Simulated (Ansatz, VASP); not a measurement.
# Hg: VASP beside Ansatz

Contents of INCAR:

```
SYSTEM = Hg
  ALGO = Normal
  DIPOL = 0.5 0.5 0.503
  EDIFF = 1E-6
  ENCUT = 400
  GGA = PE
  GGA_COMPAT = .False.
  IDIPOL = 3
  ISIF = 2
  ISMEAR = 0
  LASPH = .True.
  LCHARG = .False.
  LDIPOL = .True.
  LREAL = .False.
  LWAVE = .False.
  NBANDS = 32
  NELM = 120
  NELMDL = -8
  PREC = Accurate
  SIGMA = 0.1
```

KPOINTS

```
k-points
0
Gamma
  19 19 1
  0 0 0
```

The input POSCAR:

```
Hg
1.0
    3.0292220100      0.0000000000      0.0000000000
    0.2657824200      3.0175396800      0.0000000000
    0.0000000000      0.0000000000     29.1194022788
Hg
4
Direct
    0.6170788505      0.6170788495      0.3434136424
    0.6951314206      0.6951314194      0.4478045475
    0.7774674887      0.7774674873      0.5546122127
    0.8612219670      0.8612219655      0.6656424789
```

Input for Ansatz:

```yaml
crystal:
  lattice:
    - [3.02922201, 0.0, 0.0]
    - [0.26578242, 3.01753968, 0.0]
    - [0.0, 0.0, 29.1194022788]
  atoms:
    - { symbol: Hg, position: [0.6170788505, 0.6170788495, 0.3434136424] }
    - { symbol: Hg, position: [0.6951314206, 0.6951314194, 0.4478045475] }
    - { symbol: Hg, position: [0.7774674887, 0.7774674873, 0.5546122127] }
    - { symbol: Hg, position: [0.861221967, 0.8612219655, 0.6656424789] }
basis:
  ecutwfc: 420.0
  fft_grid_basis: typed
kpoints:
  mp_grid: { grid: [19, 19, 1] }
hamiltonian:
  xc: pbe
  pseudopotentials: { kind: paw }
scf:
  occupations: { method: gaussian, width: 0.1 }
output:
  forces: true
  eigenvalues: true
  band_densities:
    - { e_range: [-2.0, -1.0] }
    - { e_range: [-1.0, -0.5] }
    - { e_range: [-0.5, -0.25] }
    - { e_range: [-0.25, 0.0] }
    - { e_range: [0.0, 0.25] }
    - { e_range: [0.25, 0.5] }
    - { e_range: [0.5, 1.0] }
    - { e_range: [1.0, 1.5] }
  band_residual_tolerance: 1.0e-05
  write_potential: true
  elf: true
  write_density: true
  volumetric_format: npy
efield:
  axis: 3
  dipole_correction: true
  ramp_width: 0.04
checkpoint:
  read: start.run
  write: ck
  compress: false
  write_wavefunctions: false
  write_every: 100000
```

Alike in both runs: task single point; functional PBE; k mesh 19 × 19 × 1; occupations gaussian, width 0.1 eV; no spin polarisation.

|  | VASP | Ansatz |
| --- | --- | --- |
| version | VASP 6.6.1 | Ansatz 0.2.0 |
| potentials or method | VASP PAW PBE potentials, release 64 (Hg), cutoff 400 eV | scalar-relativistic, plane waves, PAW |
| valence electrons in the cell | 48 | 80 |

Ansatz gave:

| Item | Value |
| --- | --- |
| gap on the k mesh at the Fermi level (eV) | none |
| rms of the force components (eV/Å) | 0.061 |

Problem. Estimate VASP's values.

Solution. gap on the k mesh at the Fermi level (eV): none; rms of the force components (eV/Å): 0.066.

Atom by atom the forces differ by 0.006 eV/Å (rms over components). A gap of «none» marks a metal or a gap that the smearing closes. VASP's potentials hold 48 valence electrons a cell and Ansatz's 80, so a difference there can come from the potentials and not from the codes. Ansatz's warnings: published levels not confirmed, xc potential rough in thin density.

Neither program's run includes spin-orbit coupling.
